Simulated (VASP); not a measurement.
A run of VASP 6.6.1 is set up as follows.

INCAR

```
SYSTEM = As
PREC = Accurate
ENCUT = 520
EDIFF = 1E-6
ISMEAR = 0
SIGMA = 0.1
LREAL = .False.
LASPH = .True.
NELM = 100
ALGO = Normal
ISIF = 2
LWAVE = .False.
LCHARG = .False.
GGA = PE
NBANDS = 24
```

File KPOINTS:

```
regular mesh
0
Gamma
  10 10 10
  0 0 0
```

Contents of POSCAR:

```
As
1.0
   -3.4872048942      3.4872048942      2.6165207199
    3.4872048942     -3.4872048942      2.6165207199
    3.4872048942      3.4872048942     -2.6165207199
As
6
Direct
    0.0000000000      0.0000000000      0.0000000000
    0.7500000000      0.2500000000      0.5000000000
    0.3750000000      0.6250000000      0.7500000000
    0.3750000000      0.1250000000      0.7500000000
    0.3750000000      0.6250000000      0.2500000000
    0.8750000000      0.6250000000      0.2500000000
```

Potentials or basis: VASP PAW PBE potentials, release 64 (As).

Command:

```console
$ cat potpaw_PBE.64/As/POTCAR > POTCAR
$ mpirun -np 1 vasp_std > vasp.out
```

(1) What does it give for the pressure?

(2) What does it give for the band gap on the k mesh?

Answers

(1) 0.1 GPa.

(2) zero (band 15 reaches 5.94 eV, above the bottom of band 16 at 4.55 eV).
